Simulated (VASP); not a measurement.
# CoSi2 (Fm-3m) in VASP: single point with PBE

Aim: the single point of CoSi2 with PBE.

Program: VASP 6.6.1. These are calculated values, not measurements. Logs are shortened: lines on timing, memory, paths and dates and some standing lists are left out, and cuts for length are marked.

## (1) The cell of the first run

Symmetry: Fm-3m, No. 225, cubic system. Conventional cell: a = 5.360 Å, b = 5.360 Å, c = 5.360 Å, α = 90.00°, β = 90.00°, γ = 90.00°. Within 3.1 Å of Co (site symmetry m-3m) lie 8 Si at 2.32 Å. Within 3.1 Å of Si (site symmetry -43m) lie 4 Co at 2.32 Å and 6 Si at 2.68 Å.

## (2) Single point, PBE

Input file INCAR:

```
SYSTEM = CoSi2
PREC = Accurate
ENCUT = 520
EDIFF = 1E-7
ISMEAR = 0
SIGMA = 0.15
LREAL = .FALSE.
LASPH = .TRUE.
NELM = 100
ALGO = Normal
ISIF = 2
LWAVE = .FALSE.
LCHARG = .FALSE.
GGA = PE
NBANDS = 16
```

Input file KPOINTS:

```
Automatic mesh
0
G
  14 14 14
  0 0 0
```

Input file POSCAR:

```
CoSi2
1.0
    0.0000000000      2.6801763726      2.6801763726
    2.6801763726      0.0000000000      2.6801763726
    2.6801763726      2.6801763726      0.0000000000
Co Si
1 2
Direct
    0.0000000000      0.0000000000      0.0000000000
    0.2500000000      0.2500000000      0.2500000000
    0.7500000000      0.7500000000      0.7500000000
```

Potentials or basis: VASP PAW PBE potentials, release 64 (Co, Si).

On the command line:

```sh
$ cat potpaw_PBE.64/Co/POTCAR potpaw_PBE.64/Si/POTCAR > POTCAR
$ mpirun -np 1 vasp_std > vasp.out
```

OUTCAR:

```text
SYSTEM = CoSi2
   PREC = Accurate
   ENCUT = 520
   EDIFF = 1E-7
   ISMEAR = 0
   LREAL = .FALSE.
   LASPH = .TRUE.
   NELM = 100
   ISIF = 2
   GGA = PE

 ion  position               nearest neighbor table
   1  0.000  0.000  0.000-   3 2.32   3 2.32   3 2.32   2 2.32   3 2.32   2 2.32   2 2.32   2 2.32

   2  0.250  0.250  0.250-   1 2.32   1 2.32   1 2.32   1 2.32   3 2.68   3 2.68   3 2.68   3 2.68
                             3 2.68   3 2.68
   3  0.750  0.750  0.750-   1 2.32   1 2.32   1 2.32   1 2.32   2 2.68   2 2.68   2 2.68   2 2.68
                             2 2.68   2 2.68

  LATTYP: Found a face centered cubic cell.
 ALAT       =     5.3603527452

  Lattice vectors:

 A1 = (   0.0000000000,   2.6801763726,   2.6801763726)
 A2 = (   2.6801763726,   0.0000000000,   2.6801763726)
 A3 = (   2.6801763726,   2.6801763726,   0.0000000000)

Analysis of symmetry for initial positions (statically):
=====================================================================
 Subroutine PRICEL returns:
 Original cell was already a primitive cell.

 Routine SETGRP: Setting up the symmetry group for a
 face centered cubic supercell.

 Subroutine GETGRP returns: Found 48 space group operations
 (whereof 48 operations were pure point group operations)
 out of a pool of 48 trial point group operations.

The static configuration has the point symmetry O_h .

Analysis of symmetry for dynamics (positions and initial velocities):
=====================================================================
 Subroutine PRICEL returns:
 Original cell was already a primitive cell.

 Routine SETGRP: Setting up the symmetry group for a
 face centered cubic supercell.

 Subroutine GETGRP returns: Found 48 space group operations
 (whereof 48 operations were pure point group operations)
 out of a pool of 48 trial point group operations.

The dynamic configuration has the point symmetry O_h .

 Subroutine INISYM returns: Found 48 space group operations
 (whereof 48 operations are pure point group operations),
 and found     1 'primitive' translations

----------------------------------------------------------------------------------------

                                     Primitive cell

  volume of cell :      38.5053

  direct lattice vectors                    reciprocal lattice vectors
     0.000000000  2.680176373  2.680176373    -0.186554887  0.186554887  0.186554887
     2.680176373  0.000000000  2.680176373     0.186554887 -0.186554887  0.186554887
     2.680176373  2.680176373  0.000000000     0.186554887  0.186554887 -0.186554887

  length of vectors
     3.790341776  3.790341776  3.790341776     0.323122542  0.323122542  0.323122542

  position of ions in fractional coordinates (direct lattice)
     0.000000000  0.000000000  0.000000000
     0.250000000  0.250000000  0.250000000
     0.750000000  0.750000000  0.750000000

  ion indices of the primitive-cell ions
   primitive index   ion index
                 1           1
                 2           2
                 3           3

----------------------------------------------------------------------------------------

 KPOINTS: Automatic mesh

Automatic generation of k-mesh.
 Grid dimensions read from file:
 generate k-points for:   14   14   14

 Generating k-lattice:

  Cartesian coordinates                     Fractional coordinates (reciprocal lattice)
    -0.013325349  0.013325349  0.013325349     0.071428571  0.000000000  0.000000000
     0.013325349 -0.013325349  0.013325349     0.000000000  0.071428571  0.000000000
     0.013325349  0.013325349 -0.013325349     0.000000000  0.000000000  0.071428571

  Length of vectors
     0.023080182  0.023080182  0.023080182

  Shift w.r.t. Gamma in fractional coordinates (k-lattice)
     0.000000000  0.000000000  0.000000000

 Subroutine IBZKPT returns following result:
 ===========================================

 Found    104 irreducible k-points:

 Following reciprocal coordinates:
            Coordinates               Weight
  0.000000  0.000000  0.000000      1.000000
  0.071429  0.000000  0.000000      8.000000
  0.142857  0.000000  0.000000      8.000000
  0.214286  0.000000  0.000000      8.000000
  0.285714  0.000000  0.000000      8.000000
  0.357143  0.000000  0.000000      8.000000
[... 16 lines left out ...]
  0.214286  0.142857  0.000000     24.000000
  0.285714  0.142857  0.000000     24.000000
 [... further k-points ...]
   k-points           NKPTS =    104   k-points in BZ     NKDIM =    104   number of bands    NBANDS=     16
   number of dos      NEDOS =    301   number of ions     NIONS =      3
   total plane-waves  NPLWV =  21952
   dimension x,y,z NGX =    28 NGY =   28 NGZ =   28
   dimension x,y,z NGXF=    56 NGYF=   56 NGZF=   56
   ions per type =               1   2
   NGX,Y,Z   is equivalent  to a cutoff of  12.28, 12.28, 12.28 a.u.
   NGXF,Y,Z  is equivalent  to a cutoff of  24.56, 24.56, 24.56 a.u.
 SYSTEM =  CoSi2
   PREC   = accura    normal or accurate (medium, high low for compatibility)
   ISTART =      0    job   : 0-new  1-cont  2-samecut
   ICHARG =      2    charge: 1-file 2-atom 10-const
   ISPIN  =      1    spin polarized calculation?
   LNONCOLLINEAR =      F non collinear calculations
   LSORBIT =      F    spin-orbit coupling
   LASPH  =      T    aspherical Exc in radial PAW
   ENCUT  =  520.0 eV  38.22 Ry    6.18 a.u.   7.05  7.05  7.05*2*pi/ulx,y,z
   NELM   =    100;   NELMIN=  2; NELMDL= -5     # of ELM steps
   EDIFF  = 0.1E-06   stopping-criterion for ELM
   LREAL  =      F    real-space projection
   EDIFFG = 0.1E-05   stopping-criterion for IOM
   NSW    =      0    number of steps for IOM
   IBRION =     -1    ionic relax: 0-MD 1-quasi-New 2-CG
   NFREE  =      0    steps in history (QN), initial steepest desc. (CG)
   ISIF   =      2    stress and relaxation
   ISYM   =      2    0-nonsym 1-usesym 2-fastsym
   POTIM  = 0.5000    time-step for ionic-motion
   TEBEG  =    0.0;   TEEND  =   0.0 temperature during run
   PSTRESS=    0.0 pullay stress
   NELECT =      17.0000    total number of electrons
   NUPDOWN=      -1.0000    fix difference up-down
   EMIN   =  10.00;   EMAX   =-10.00  energy-range for DOS
   EFERMI =   0.00;   METHOD = LEGACY
   ISMEAR =     0;   SIGMA  =   0.15  broadening in eV -4-tet -1-fermi 0-gaus
   EFERMI_NEDOS =   21; number of points for ismear=-14 and -15
   IALGO  =     38    algorithm
   IMIX   =      4    mixing-type and parameters
     AMIX     =   0.40;   BMIX     =  1.00
     AMIX_MAG =   1.60;   BMIX_MAG =  1.00
  volume/ion in A,a.u.               =      12.84        86.62
  Fermi-wavevector in a.u.,A,eV,Ry     =   1.246573  2.355682 21.142700  1.553945
  Thomas-Fermi vector in A             =   2.380744
   LORBIT       =      0    0 simple, 1 ext, 2 COOP (PROOUT), +10 PAW based schemes
   GGA     = PE    functional components
   LHFCALC =     F    Hartree Fock is set to
   AEXX    =    0.0000 exact exchange contribution
   IVDW    =     0    specifies the selected vdW correction
   LEPSILON=     F    determine dielectric tensor
   LRPA    =     F    only Hartree local field effects (RPA)
 non-spin polarized calculation
 Gauss-broadening in eV      SIGMA  =   0.15
  energy-cutoff  :      520.00
  volume of cell :       38.51
 maximum number of plane-waves:      1056
   NGX = 15   NGY = 15   NGZ = 15

 number of electron      16.9999995 magnetization

 Free energy of the ion-electron system (eV)
  ---------------------------------------------------
  ext. energy  EPLUGINS =         0.00000000
  ---------------------------------------------------
  free energy    TOTEN  =       -19.30053319 eV

  energy without entropy =      -19.28928426  energy(sigma->0) =      -19.29490872

 E-fermi :  10.0626     XC(G=0): -11.7351

 val. band max:        9.9823691688   @ k =   0.4286   0.0714   0.0000
 cond. band min:      10.0686034127   @ k =   0.4286   0.2143   0.0714
 fundamental gap:      0.0862342439
 Fermi energy:        10.0625740704

 k-point     1 :       0.0000    0.0000    0.0000
  band No.  band energies     occupation
      1      -3.0456      2.00000
      2       5.9935      2.00000
      3       5.9935      2.00000
      4       5.9935      2.00000
      5       8.1608      2.00000
      6       8.1608      2.00000
[... 8 lines left out ...]
     15      15.7173      0.00000
     16      15.7173      0.00000

 k-point     2 :       0.0714    0.0000    0.0000
  band No.  band energies     occupation
      1      -2.9683      2.00000
      2       5.7978      2.00000
      3       6.0213      2.00000
      4       6.0213      2.00000
      5       8.1371      2.00000
      6       8.1371      2.00000
[... 8 lines left out ...]
     15      15.4530      0.00000
     16      15.5728      0.00000

 k-point     3 :       0.1429    0.0000    0.0000
  band No.  band energies     occupation
      1      -2.7372      2.00000
      2       5.2652      2.00000
      3       6.0996      2.00000
      4       6.0996      2.00000
      5       8.0801      2.00000
      6       8.0801      2.00000
[... 8 lines left out ...]
     15      15.4064      0.00000
     16      15.9912      0.00000

 k-point     4 :       0.2143    0.0000    0.0000
  band No.  band energies     occupation
      1      -2.3557      2.00000
      2       4.4940      2.00000
      3       6.2124      2.00000
      4       6.2124      2.00000
      5       8.0277      2.00000
      6       8.0277      2.00000
[... 8 lines left out ...]
     15      16.2118      0.00000
     16      17.0465      0.00000
[... 324 lines left out ...]
 k-point    22 :       0.1429    0.1429    0.0000
  band No.  band energies     occupation
      1      -2.6345      2.00000
      2       5.3510      2.00000
      3       6.0142      2.00000
      4       6.0142      2.00000
      5       7.7606      2.00000
      6       8.2629      2.00000
[... 8 lines left out ...]
     15      16.5172      0.00000
     16      16.5172      0.00000

 k-point    23 :       0.2143    0.1429    0.0000
  band No.  band energies     occupation
      1      -2.3545      2.00000
      2       4.9136      2.00000
      3       6.0516      2.00000
      4       6.0917      2.00000
      5       7.5370      2.00000
      6       8.2998      2.00000
[... 8 lines left out ...]
     15      17.3804      0.00000
     16      17.4908      0.00000

 k-point    24 :       0.2857    0.1429    0.0000
  band No.  band energies     occupation
      1      -1.9270      2.00000
      2       4.2166      2.00000
      3       6.1293      2.00000
      4       6.2048      2.00000
      5       7.3371      2.00000
      6       8.3369      2.00000
[... 8 lines left out ...]
     15      18.3815      0.00000
     16      18.6316      0.00000

 [... further k-points ...]
[... 5 lines left out ...]
  --------------------------------------------------------------------------------------
  -------------------------------------------------------------------------------------
  Total       -0.0425571     -0.0425571     -0.0425571     -0.0000000     -0.0000000      0.0000000
  in kB       -1.7707713     -1.7707713     -1.7707713     -0.0000000     -0.0000000      0.0000000
  external PRESSURE =      -1.7707713 kB  Pullay stress =       0.0000000 kB

 VOLUME and BASIS-vectors are now :
 -----------------------------------------------------------------------------
  energy-cutoff  :      520.00
  volume of cell :       38.51
      direct lattice vectors                 reciprocal lattice vectors
     0.000000000  2.680176373  2.680176373    -0.186554887  0.186554887  0.186554887
     2.680176373  0.000000000  2.680176373     0.186554887 -0.186554887  0.186554887
     2.680176373  2.680176373  0.000000000     0.186554887  0.186554887 -0.186554887

 POSITION                                       TOTAL-FORCE (eV/Angst)
 -----------------------------------------------------------------------------------
      0.00000      0.00000      0.00000        -0.000000     -0.000000     -0.000000
      1.34009      1.34009      1.34009         0.000000      0.000000      0.000000
      4.02026      4.02026      4.02026        -0.000000      0.000000     -0.000000
 -----------------------------------------------------------------------------------
    total drift:                               -0.000000     -0.000000      0.000000

  FREE ENERGIE OF THE ION-ELECTRON SYSTEM (eV)
  ---------------------------------------------------
  free  energy   TOTEN  =       -19.3005331879 eV

  energy  without entropy=      -19.2892842617  energy(sigma->0) =      -19.29490872
```

Wall time 2.2 min (1 thread of Intel Xeon 8259CL, shared host); peak memory 0.2 GiB.

What came out:

```yaml
Free_energy: -19.3005 eV
Pressure: -0.2 GPa
```
